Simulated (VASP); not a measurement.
GaPtSe3:

```
CELL_PARAMETERS angstrom
4.72322 0.00000 0.00000
0.00000 4.72322 0.00000
0.00000 0.00000 4.72322
ATOMIC_POSITIONS crystal
Ga 0.00000 0.00000 0.00000
Pt 0.50000 0.50000 0.50000
Se 0.00000 0.50000 0.50000
Se 0.50000 0.00000 0.50000
Se 0.50000 0.50000 0.00000
```

```yaml
Program: VASP 6.6.1
Task: relaxation of cell and atoms
Functional: PBE
Potentials_or_basis: VASP PAW PBE potentials, release 64 (Ga_d, Pt, Se)
Cutoff: 600 eV
k_mesh: 4 × 4 × 4
Occupations: gaussian, width 0.1 eV
Spin: no spin polarisation
```

At the start: pressure 17.7 GPa; volume 21.07 Å³/atom.

Task: How do energy, volume and symmetry change on relaxing?

Result: Over 3 steps the energy falls by 203.3 meV/atom and the volume is 25.49 Å³/atom (+21.0 %); space group Pm-3m (No. 221, to 0.05 Å).

Step by step:
| step | energy change (eV) | largest force (eV/Å) | pressure (GPa) | volume (Å³) |
| --- | --- | --- | --- | --- |
| 1 | 0.0000 | 0.0000 | 17.66 | 105.37 |
| 2 | -0.6705 | 0.0000 | -5.58 | 144.90 |
| 3 | -1.0166 | 0.0000 | -0.03 | 127.45 |

Final structure:
```
Ga Pt Se
1.0
     5.03246    0.00000    0.00000
     0.00000    5.03246    0.00000
     0.00000    0.00000    5.03246
Ga Pt Se
1 1 3
Cartesian
  0.0000 0.0000 0.0000
  2.5162 2.5162 2.5162
  0.0000 2.5162 2.5162
  2.5162 0.0000 2.5162
  2.5162 2.5162 0.0000
```

Caveat: the volume moved by over 15 % at a fixed basis, so the end points are rough; spin-orbit coupling is left out, which moves the levels of the heavy elements.
